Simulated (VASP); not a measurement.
Input of a VASP 6.6.1 run:

Contents of INCAR:

```
SYSTEM = MgO
  PREC = Accurate
  ENCUT = 750
  EDIFF = 1E-6
  ISMEAR = -1
  SIGMA = 0.02
  LREAL = .FALSE.
  LASPH = .TRUE.
  NELM = 120
  ALGO = Normal
  ISIF = 2
  LWAVE = .FALSE.
  LCHARG = .TRUE.
  LELF = .TRUE.
  LVHAR = .TRUE.
  NBANDS = 24
  GGA_COMPAT = .FALSE.
```

File KPOINTS:

```
Automatic mesh
0
G
  12 12 6
  0 0 0
```

POSCAR

```
MgO
1.0
    3.4511490779      0.0000000000      0.0000000000
   -1.7255745390      2.9887827737      0.0000000000
    0.0000000000      0.0000000000      4.1376105662
Mg O
2 2
Direct
    0.6666666667      0.3333333333      0.7500000000
    0.3333333333      0.6666666667      0.2500000000
    0.6666666667      0.3333333333      0.2500000000
    0.3333333333      0.6666666667      0.7500000000
```

Potentials or basis: VASP PAW LDA potentials, release 64 (Mg_sv, O).

Launch:

```bash
$ cat potpaw_LDA.64/Mg_sv/POTCAR potpaw_LDA.64/O/POTCAR > POTCAR
$ mpirun -np 1 vasp_std > vasp.out
```

(1) Predict the pressure.

(2) What does it give for the band gap on the k mesh?

Results:

(1) 0.1 GPa.

(2) 3.50 eV.
